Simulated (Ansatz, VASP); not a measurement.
LiCl in VASP and in Ansatz

```
Li Cl
1.0
     0.00000    5.12954    5.12954
     5.12954    0.00000    5.12954
     5.12954    5.12954    0.00000
Li Cl
8 8
Cartesian
  0.0000 0.0000 0.0000
  2.5648 2.5648 0.0000
  2.5648 0.0000 2.5648
  5.1295 2.5648 2.5648
  0.0000 2.5648 2.5648
  2.5648 5.1295 2.5648
  2.5648 2.5648 5.1295
  5.1295 5.1295 5.1295
  2.5648 2.5648 2.5648
  5.1295 5.1295 2.5648
  5.1295 2.5648 5.1295
  7.6943 5.1295 5.1295
  2.5648 5.1295 5.1295
  5.1295 7.6943 5.1295
  5.1295 5.1295 7.6943
  7.6943 7.6943 7.6943
```

Alike in both runs: task single point; functional PBE; k mesh 2 × 2 × 2; no spin polarisation.

```csv
,VASP,Ansatz
version,VASP 6.6.1,Ansatz 0.2.0
potentials or method,"VASP PAW PBE potentials, release 64 (Li_sv, Cl)","plane waves, PAW"
plane-wave cutoff (eV),750,420
occupations,"methfessel-paxton of order 1, width 0.05 eV","cold, width 0.05 eV"
valence electrons in the cell,80,80
```

```tsv
	VASP	Ansatz	Ansatz less VASP
gap on the k mesh at the Fermi level (eV)	6.33	6.33	-0.005
```

The k mesh is coarse, so the values compare programs but aren't converged.
